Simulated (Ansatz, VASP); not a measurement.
**Two plane-wave programs on Bi3O**

```xyz
8
Lattice="4.0212 0.0000 0.0001 0.0000 4.0182 0.0017 -0.0004 0.0053 12.8182" Properties=species:S:1:pos:R:3 pbc="T T T"
Bi    2.0086    4.0243   11.5648
Bi    0.0004    2.0080    1.2618
Bi    2.0151    0.0085    7.6242
Bi    4.0259    2.0164    9.2515
Bi    4.0162    2.0058    5.1935
Bi    2.0061   -0.0019    3.5638
O     2.0103    2.0091    0.0018
O     0.0009    4.0183    0.0002
```

Change from the starting cell: cell x1, atoms moved at random (sigma 0.1 Å) and cell strained at random (1.5 %), then relaxed without symmetry.

Alike in both runs: functional PBE; k mesh 6 × 6 × 2; occupations gaussian, width 0.2 eV; no spin polarisation.

Ansatz relaxed the structure, and its values are those at the end. VASP's run is a single point on that final structure, the one shown.

```csv
,VASP,Ansatz
version,VASP 6.6.1,Ansatz 0.2.0
potentials or method,"VASP PAW PBE potentials, release 64 (Bi_d, O), cutoff 520 eV","scalar-relativistic, plane waves, PAW"
valence electrons in the cell,102,102
```

VASP gave:

* gap on the k mesh at the Fermi level (eV): none
* pressure (GPa): 0.0
* rms of the force components (eV/Å): 0.009

Estimate Ansatz's values.

gap on the k mesh at the Fermi level (eV): none; pressure (GPa): 0.0; rms of the force components (eV/Å): 0.003.

A gap of «none» marks a metal or a gap that the smearing closes. With one functional, cell and mesh, what is left measures potentials, basis and numerics.

Spin-orbit coupling is off throughout.
